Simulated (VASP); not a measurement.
Set up this calculation in VASP 6.6.1, as the native input.

```
Task                   : single point
Functional             : LDA
Potentials or basis    : VASP PAW LDA potentials, release 64 (Al, Au)
Cutoff                 : 520 eV
k mesh                 : 11 × 11 × 11
Occupations            : fermi-dirac, width 0.05 eV
Spin                   : no spin polarisation
Dipole correction      : no
Further INCAR settings : ALGO = Normal; EDIFF = 1e-07; NBANDS = 16
```

The structure of Al2Au lies in POSCAR:

```
Al2Au
1.0
    0.0000000000      3.0000000000      3.0300000000
    3.0000000000      0.0000000000      3.0300000000
    3.0000000000      3.0000000000      0.0000000000
Al Au
2 1
Direct
    0.2500000000      0.2500000000      0.2500000000
    0.7500000000      0.7500000000      0.7500000000
    0.0000000000      0.0000000000      0.0000000000
```

This cell differs from its parent crystal: zz strain of +1 %.

One way to write it, as run:

INCAR

```
PREC = Accurate
ENCUT = 520
EDIFF = 1E-7
ISMEAR = -1
SIGMA = 0.05
LREAL = False
LASPH = True
NELM = 80
ALGO = Normal
ISIF = 2
LWAVE = False
LCHARG = True
GGA = CA
LELF = True
LVHAR = True
NBANDS = 16
```

KPOINTS

```
regular mesh
0
Gamma
  11 11 11
```

Potentials or basis: VASP PAW LDA potentials, release 64 (Al, Au).

Launch:

```bash
$ cat potpaw_LDA.64/Al/POTCAR potpaw_LDA.64/Au/POTCAR > POTCAR
$ mpirun -np 1 vasp_std > vasp.out
```

It gave:

| Item | Value |
| --- | --- |
| Pressure | -3.4 GPa |
| Band gap on the k mesh | zero (an odd number of electrons rules out a gap without spin polarisation) |

Caveat: the cell differs from its parent crystal (zz strain of +1 %); the cell stands under tension; spin-orbit coupling is left out, which moves the levels of the heavy elements.

Run time: 91 s on 1 thread of Intel Xeon 8259CL (shared host), peak memory 0.23 GiB.
